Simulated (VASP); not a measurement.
Input of a VASP 6.6.1 run:

The input INCAR:

```
  PREC = Accurate
  ENCUT = 600
  EDIFF = 1E-7
  ISMEAR = 0
  SIGMA = 0.1
  LREAL = F
  LASPH = T
  NELM = 80
  ALGO = Normal
  ISIF = 3
  LWAVE = F
  LCHARG = F
  GGA = PE
  IBRION = 2
  NSW = 90
  EDIFFG = -0.04
```

KPOINTS

```
regular mesh
0
Gamma
  6 6 4
```

Contents of POSCAR:

```
KH5
1.0
    3.6331256000      0.0000000000      0.0000000000
   -1.8165628000      3.1463790600      0.0000000000
    0.0000000000      0.0000000000      6.0218562700
K H
1 5
Direct
    0.3333333300      0.6666666700      0.9906545000
    0.3333333300      0.6666666700      0.3057328000
    0.1304549900      0.8695450100      0.7047595500
    0.1304549900      0.2609099800      0.7047595500
    0.7390900200      0.8695450100      0.7047595500
    0.0000000000      0.0000000000      0.8978434700
```

Potentials or basis: VASP PAW PBE potentials, release 64 (K_sv, H).

Launch:

```sh
$ cat potpaw_PBE.64/K_sv/POTCAR potpaw_PBE.64/H/POTCAR > POTCAR
$ mpirun -np 1 vasp_std > vasp.out
```

Estimate the relaxed volume.

13.63 Å³/atom.

Estimate the band gap on the k mesh.

1.01 eV (least direct gap 1.04 eV).

Predict the relaxed cell.

a = 3.841 Å, b = 3.841 Å, c = 6.400 Å, α = 90.00°, β = 90.00°, γ = 120.00°.

Stress tensor (GPa, compression positive):
```
-0.38  0.00  0.00
 0.00 -0.38  0.00
 0.00  0.00 -0.18
```

Caveat: the volume moved by over 15 % at a fixed basis, so the end points are rough. A k mesh can miss the band edges.
